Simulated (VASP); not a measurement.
# Rh2Au (Fd-3m) in VASP: a series of runs

Runs on Rh2Au. Level: PBE. Tasks: single point, relaxation of cell and atoms.

All numbers are computed with VASP 6.6.1; they aren't measurements. Logs are shortened: lines on timing, memory, paths and dates and some standing lists are left out, and cuts for length are marked.

**1. The cell of the first run**

The structure is cubic, space group Fd-3m (No. 227). Conventional cell: a = 7.277 Å, b = 7.277 Å, c = 7.277 Å, α = 90.00°, β = 90.00°, γ = 90.00°. Rh (site symmetry -3m) has 6 Rh at 2.57 Å and 6 Au at 3.02 Å within 3.4 Å. Within 4.0 Å of Au (site symmetry -43m) lie 12 Rh at 3.02 Å and 4 Au at 3.15 Å.

**2. Single point, PBE**

INCAR reads:

```
PREC     = Accurate       # precision mode
ENCUT    = 520            # plane-wave cutoff, eV
EDIFF    = 1E-6           # SCF threshold, eV
ISMEAR   = 0              # smearing method
SIGMA    = 0.1            # smearing width, eV
LREAL    = F              # projectors in reciprocal space
LASPH    = T              # aspherical terms in the spheres
NELM     = 80             # most SCF steps
ALGO     = Fast           # electronic algorithm
ISIF     = 2              # what is computed and relaxed
LWAVE    = F              # write WAVECAR
LCHARG   = F              # write CHGCAR
GGA      = PE             # functional
NBANDS   = 50             # bands
```

KPOINTS reads:

```
regular mesh
0
Gamma
  4 4 4
```

POSCAR reads:

```
Rh2Au
1.0
    0.0000000000      3.6382627434      3.6382627434
    3.6382627434      0.0000000000      3.6382627434
    3.6382627434      3.6382627434      0.0000000000
Rh Au
4 2
Direct
    0.6250000000      0.6250000000      0.6250000000
    0.1250000000      0.6250000000      0.6250000000
    0.6250000000      0.6250000000      0.1250000000
    0.6250000000      0.1250000000      0.6250000000
    0.0000000000      0.0000000000      0.0000000000
    0.2500000000      0.2500000000      0.2500000000
```

Potentials or basis: VASP PAW PBE potentials, release 64 (Rh_pv, Au).

Command:

```sh
> cat potpaw_PBE.64/Rh_pv/POTCAR potpaw_PBE.64/Au/POTCAR > POTCAR
> mpirun -np 1 vasp_std > vasp.out
```

OUTCAR:

```text
PREC = Accurate
   ENCUT = 520
   EDIFF = 1E-6
   ISMEAR = 0
   LREAL = F
   LASPH = T
   NELM = 80
   ISIF = 2
   GGA = PE

 ion  position               nearest neighbor table
   1  0.625  0.625  0.625-   2 2.57   3 2.57   4 2.57   3 2.57   4 2.57   2 2.57   6 3.02   5 3.02
                             6 3.02   5 3.02   6 3.02   5 3.02
   2  0.125  0.625  0.625-   1 2.57   3 2.57   4 2.57   1 2.57   3 2.57   4 2.57   5 3.02   6 3.02
                             5 3.02   5 3.02   6 3.02   6 3.02
   3  0.625  0.625  0.125-   1 2.57   1 2.57   2 2.57   4 2.57   4 2.57   2 2.57   6 3.02   5 3.02
                             6 3.02   5 3.02   6 3.02   5 3.02
   4  0.625  0.125  0.625-   1 2.57   3 2.57   1 2.57   2 2.57   3 2.57   2 2.57   5 3.02   6 3.02
                             5 3.02   6 3.02   6 3.02   5 3.02
   5  0.000  0.000  0.000-   1 3.02   3 3.02   4 3.02   1 3.02   2 3.02   3 3.02   1 3.02   2 3.02
                             4 3.02   2 3.02   3 3.02   4 3.02   6 3.15   6 3.15   6 3.15   6 3.15
   6  0.250  0.250  0.250-   2 3.02   3 3.02   4 3.02   1 3.02   2 3.02   4 3.02   1 3.02   2 3.02
                             3 3.02   1 3.02   3 3.02   4 3.02   5 3.15   5 3.15   5 3.15   5 3.15

  LATTYP: Found a face centered cubic cell.
 ALAT       =     7.2765254868

  Lattice vectors:

 A1 = (   0.0000000000,   3.6382627434,   3.6382627434)
 A2 = (   3.6382627434,   0.0000000000,   3.6382627434)
 A3 = (   3.6382627434,   3.6382627434,   0.0000000000)

Analysis of symmetry for initial positions (statically):
=====================================================================
 Subroutine PRICEL returns:
 Original cell was already a primitive cell.

 Routine SETGRP: Setting up the symmetry group for a
 face centered cubic supercell.

 Subroutine GETGRP returns: Found 48 space group operations
 (whereof 24 operations were pure point group operations)
 out of a pool of 48 trial point group operations.

The static configuration has the point symmetry T_d .
 The point group associated with its full space group is O_h .

Analysis of symmetry for dynamics (positions and initial velocities):
=====================================================================
 Subroutine PRICEL returns:
 Original cell was already a primitive cell.

 Routine SETGRP: Setting up the symmetry group for a
 face centered cubic supercell.

 Subroutine GETGRP returns: Found 48 space group operations
 (whereof 24 operations were pure point group operations)
 out of a pool of 48 trial point group operations.

The dynamic configuration has the point symmetry T_d .
 The point group associated with its full space group is O_h .

 Subroutine INISYM returns: Found 48 space group operations
 (whereof 24 operations are pure point group operations),
 and found     1 'primitive' translations

----------------------------------------------------------------------------------------

                                     Primitive cell

  volume of cell :      96.3190

  direct lattice vectors                    reciprocal lattice vectors
     0.000000000  3.638262743  3.638262743    -0.137428227  0.137428227  0.137428227
     3.638262743  0.000000000  3.638262743     0.137428227 -0.137428227  0.137428227
     3.638262743  3.638262743  0.000000000     0.137428227  0.137428227 -0.137428227

  length of vectors
     5.145280515  5.145280515  5.145280515     0.238032672  0.238032672  0.238032672

  position of ions in fractional coordinates (direct lattice)
     0.625000000  0.625000000  0.625000000
     0.125000000  0.625000000  0.625000000
     0.625000000  0.625000000  0.125000000
     0.625000000  0.125000000  0.625000000
     0.000000000  0.000000000  0.000000000
     0.250000000  0.250000000  0.250000000

  ion indices of the primitive-cell ions
   primitive index   ion index
                 1           1
                 2           2
                 3           3
                 4           4
                 5           5
                 6           6

----------------------------------------------------------------------------------------

 KPOINTS: regular mesh

Automatic generation of k-mesh.
 Grid dimensions read from file:
 generate k-points for:    4    4    4

 Generating k-lattice:

  Cartesian coordinates                     Fractional coordinates (reciprocal lattice)
    -0.034357057  0.034357057  0.034357057     0.250000000  0.000000000  0.000000000
     0.034357057 -0.034357057  0.034357057     0.000000000  0.250000000  0.000000000
     0.034357057  0.034357057 -0.034357057     0.000000000  0.000000000  0.250000000

  Length of vectors
     0.059508168  0.059508168  0.059508168

  Shift w.r.t. Gamma in fractional coordinates (k-lattice)
     0.000000000  0.000000000  0.000000000

 Subroutine IBZKPT returns following result:
 ===========================================

 Found      8 irreducible k-points:

 Following reciprocal coordinates:
            Coordinates               Weight
  0.000000  0.000000  0.000000      1.000000
  0.250000  0.000000  0.000000      8.000000
  0.500000  0.000000  0.000000      4.000000
  0.250000  0.250000  0.000000      6.000000
  0.500000  0.250000  0.000000     24.000000
 -0.250000  0.250000  0.000000     12.000000
  0.500000  0.500000  0.000000      3.000000
 -0.250000  0.500000  0.250000      6.000000
   k-points           NKPTS =      8   k-points in BZ     NKDIM =      8   number of bands    NBANDS=     50
   number of dos      NEDOS =    301   number of ions     NIONS =      6
   total plane-waves  NPLWV =  64000
   dimension x,y,z NGX =    40 NGY =   40 NGZ =   40
   dimension x,y,z NGXF=    80 NGYF=   80 NGZF=   80
   ions per type =               4   2
   NGX,Y,Z   is equivalent  to a cutoff of  12.92, 12.92, 12.92 a.u.
   NGXF,Y,Z  is equivalent  to a cutoff of  25.85, 25.85, 25.85 a.u.
 SYSTEM =  unknown system
   PREC   = accura    normal or accurate (medium, high low for compatibility)
   ISTART =      0    job   : 0-new  1-cont  2-samecut
   ICHARG =      2    charge: 1-file 2-atom 10-const
   ISPIN  =      1    spin polarized calculation?
   LNONCOLLINEAR =      F non collinear calculations
   LSORBIT =      F    spin-orbit coupling
   LASPH  =      T    aspherical Exc in radial PAW
   ENCUT  =  520.0 eV  38.22 Ry    6.18 a.u.   9.57  9.57  9.57*2*pi/ulx,y,z
   NELM   =     80;   NELMIN=  2; NELMDL= -5     # of ELM steps
   EDIFF  = 0.1E-05   stopping-criterion for ELM
   LREAL  =      F    real-space projection
[... 7 lines left out ...]
   TEBEG  =    0.0;   TEEND  =   0.0 temperature during run
   PSTRESS=    0.0 pullay stress
   NELECT =      82.0000    total number of electrons
   NUPDOWN=      -1.0000    fix difference up-down
   EMIN   =  10.00;   EMAX   =-10.00  energy-range for DOS
   EFERMI =   0.00;   METHOD = LEGACY
   ISMEAR =     0;   SIGMA  =   0.10  broadening in eV -4-tet -1-fermi 0-gaus
   EFERMI_NEDOS =   21; number of points for ismear=-14 and -15
   IALGO  =     68    algorithm
   IMIX   =      4    mixing-type and parameters
     AMIX     =   0.40;   BMIX     =  1.00
     AMIX_MAG =   1.60;   BMIX_MAG =  1.00
  volume/ion in A,a.u.               =      16.05       108.33
  Fermi-wavevector in a.u.,A,eV,Ry     =   1.551584  2.932069 32.754856  2.407414
  Thomas-Fermi vector in A             =   2.656083
   LORBIT       =      0    0 simple, 1 ext, 2 COOP (PROOUT), +10 PAW based schemes
   GGA     = PE    functional components
   LHFCALC =     F    Hartree Fock is set to
   AEXX    =    0.0000 exact exchange contribution
   IVDW    =     0    specifies the selected vdW correction
   LEPSILON=     F    determine dielectric tensor
   LRPA    =     F    only Hartree local field effects (RPA)
 non-spin polarized calculation
 RMM-DIIS sequential band-by-band and
 Gauss-broadening in eV      SIGMA  =   0.10
  energy-cutoff  :      520.00
  volume of cell :       96.32
 maximum number of plane-waves:      2637
 NGX is ok and might be reduce to    40
   NGX = 19   NGY = 19   NGZ = 19

 number of electron      82.0000021 magnetization

 Free energy of the ion-electron system (eV)
  ---------------------------------------------------
  ext. energy  EPLUGINS =         0.00000000
  ---------------------------------------------------
  free energy    TOTEN  =       -33.27335188 eV

  energy without entropy =      -33.22298527  energy(sigma->0) =      -33.24816858

 E-fermi :   9.5334     XC(G=0): -12.9994

 val. band max:        9.4985145197   @ k =   0.5000   0.2500   0.0000
 cond. band min:       9.5343769784   @ k =   0.5000   0.5000   0.0000
 fundamental gap:      0.0358624587
 Fermi energy:         9.5334420729

 k-point     1 :       0.0000    0.0000    0.0000
  band No.  band energies     occupation
      1     -37.5311      2.00000
      2     -36.8949      2.00000
      3     -36.8949      2.00000
      4     -36.8949      2.00000
      5     -36.6099      2.00000
      6     -36.6099      2.00000
[... 42 lines left out ...]
     49      14.9798      0.00000
     50      16.9421      0.00000

 k-point     2 :       0.2500    0.0000    0.0000
  band No.  band energies     occupation
      1     -37.4487      2.00000
      2     -36.8992      2.00000
      3     -36.8638      2.00000
      4     -36.8638      2.00000
      5     -36.5875      2.00000
      6     -36.5875      2.00000
[... 42 lines left out ...]
     49      16.1083      0.00000
     50      16.1392      0.00000

 k-point     3 :       0.5000    0.0000    0.0000
  band No.  band energies     occupation
      1     -37.3464      2.00000
      2     -36.9086      2.00000
      3     -36.8317      2.00000
      4     -36.8317      2.00000
      5     -36.5669      2.00000
      6     -36.5206      2.00000
[... 254 lines left out ...]
     49      19.1484      0.00000
     50      19.1484      0.00000

 k-point     8 :      -0.2500    0.5000    0.2500
  band No.  band energies     occupation
      1     -37.1426      2.00000
      2     -37.1426      2.00000
      3     -36.7564      2.00000
      4     -36.7564      2.00000
      5     -36.5743      2.00000
      6     -36.5743      2.00000
[... 42 lines left out ...]
     49      16.0156      0.00000
     50      16.0156      0.00000

------------------------ aborting loop because EDIFF is reached ----------------------------------------

  FORCE on cell =-STRESS in cart. coord.  units (eV):
  Direction    XX          YY          ZZ          XY          YZ          ZX
  --------------------------------------------------------------------------------------
  -------------------------------------------------------------------------------------
  Total       -0.0696835     -0.0696835     -0.0696835      0.0000000     -0.0000000     -0.0000000
  in kB       -1.1591196     -1.1591196     -1.1591196      0.0000000     -0.0000000     -0.0000000
  external PRESSURE =      -1.1591196 kB  Pullay stress =       0.0000000 kB

 VOLUME and BASIS-vectors are now :
 -----------------------------------------------------------------------------
  energy-cutoff  :      520.00
  volume of cell :       96.32
      direct lattice vectors                 reciprocal lattice vectors
     0.000000000  3.638262743  3.638262743    -0.137428227  0.137428227  0.137428227
     3.638262743  0.000000000  3.638262743     0.137428227 -0.137428227  0.137428227
     3.638262743  3.638262743  0.000000000     0.137428227  0.137428227 -0.137428227

 POSITION                                       TOTAL-FORCE (eV/Angst)
 -----------------------------------------------------------------------------------
      4.54783      4.54783      4.54783         0.000000     -0.000000     -0.000000
      4.54783      2.72870      2.72870         0.000000      0.000000     -0.000000
      2.72870      2.72870      4.54783         0.000000      0.000000      0.000000
      2.72870      4.54783      2.72870        -0.000000     -0.000000      0.000000
      0.00000      0.00000      0.00000        -0.000000     -0.000000     -0.000000
      1.81913      1.81913      1.81913         0.000000      0.000000      0.000000
 -----------------------------------------------------------------------------------
    total drift:                                0.000000      0.000000      0.000000

  FREE ENERGIE OF THE ION-ELECTRON SYSTEM (eV)
  ---------------------------------------------------
  free  energy   TOTEN  =       -33.2733518840 eV

  energy  without entropy=      -33.2229852661  energy(sigma->0) =      -33.24816858
```

Wall time 60 s (1 thread of AMD EPYC 7R13 (Zen 3), shared host); peak memory 0.21 GiB.

Results:

```
Free energy            : -33.2734 eV
Pressure               : -0.1 GPa
Band gap on the k mesh : zero (bands 41 and 42 overlap by 1.45 eV)
```

Caveat: the k points lie up to 0.37 Å⁻¹ apart, too coarse for converged energies and pressures of a metal; spin-orbit coupling is left out, which moves the levels of the heavy elements.

**3. Relaxation of cell and atoms, PBE**

This run uses another cell than the first one, of 14.82 Å³/atom.

INCAR reads:

```
SYSTEM = Rh2Au
PREC = Accurate
ENCUT = 600
EDIFF = 1E-6
ISMEAR = 0
SIGMA = 0.1
LREAL = .False.
LASPH = .True.
NELM = 100
ALGO = Normal
ISIF = 3
LWAVE = .False.
LCHARG = .False.
GGA = PE
IBRION = 2
NSW = 90
EDIFFG = -0.04
```

KPOINTS reads:

```
Automatic mesh
0
Gamma
  4 4 4
  0 0 0
```

POSCAR, as its differences from that of step 2:

```diff
@@ -2,5 +2,5 @@
 1.0
-    0.0000000000      3.6382627434      3.6382627434
-    3.6382627434      0.0000000000      3.6382627434
-    3.6382627434      3.6382627434      0.0000000000
+    0.0000000000      3.5427493932      3.5427493932
+    3.5427493932      0.0000000000      3.5427493932
+    3.5427493932      3.5427493932      0.0000000000
 Rh Au
```

Potentials or basis: VASP PAW PBE potentials, release 64 (Rh_pv, Au).

Command:

```sh
> cat potpaw_PBE.64/Rh_pv/POTCAR potpaw_PBE.64/Au/POTCAR > POTCAR
> mpirun -np 1 vasp_std > vasp.out
```

Wall time 2.5 min (1 thread of AMD EPYC 7R13 (Zen 3), shared host); peak memory 0.24 GiB.

It converged, with:

| Property | Result |
| --- | --- |
| Free energy | -33.2652 eV |
| Relaxed volume | 16.05 Å³/atom |
| Relaxed cell | a = 5.145 Å, b = 5.145 Å, c = 5.145 Å, α = 60.00°, β = 60.00°, γ = 60.00° |
| Space group after relaxing (to 0.1 Å) | Fd-3m (No. 227) |
| Energy gained by relaxing | 62.8 meV/atom |
| Ionic steps | 4 |
| Pressure after relaxing | -0.1 GPa |
| Band gap on the k mesh | zero (bands 41 and 42 overlap by 1.45 eV) |

Step by step:
| step | energy change (eV) | largest force (eV/Å) | pressure (GPa) | volume (Å³) |
| --- | --- | --- | --- | --- |
| 1 | 0.0000 | 0.0000 | 17.97 | 88.93 |
| 2 | 0.7094 | 0.0000 | -18.61 | 112.09 |
| 3 | -0.3759 | 0.0000 | -0.73 | 96.62 |
| 4 | -0.3768 | 0.0000 | -0.09 | 96.28 |

Final structure:
```
Rh Au
1.0
     0.00000    3.63781    3.63781
     3.63781    0.00000    3.63781
     3.63781    3.63781    0.00000
Rh Au
4 2
Direct
  0.62500 0.62500 0.62500
  0.12500 0.62500 0.62500
  0.62500 0.62500 0.12500
  0.62500 0.12500 0.62500
  0.00000 0.00000 0.00000
  0.25000 0.25000 0.25000
```

Levels at points of the mesh, in eV from the Fermi level:
| k point | band 38 | band 39 | band 40 | band 41 | band 42 | band 43 | band 44 | band 45 |
| --- | --- | --- | --- | --- | --- | --- | --- | --- |
| (0.00, 0.00, 0.00) | -0.13 | 0.17 | 0.17 | 1.13 | 1.77 | 1.77 | 1.77 | 3.51 |
| (0.50, 0.00, 0.00) | -0.59 | -0.52 | -0.27 | -0.27 | 0.08 | 0.08 | 1.77 | 2.83 |
| (0.50, 0.50, 0.00) | -1.12 | -0.92 | -0.92 | -0.32 | -0.32 | 0.00 | 0.00 | 2.51 |

Caveat: the k points lie up to 0.37 Å⁻¹ apart in the final cell, too coarse for converged energies and pressures of a metal; spin-orbit coupling is left out, which moves the levels of the heavy elements.
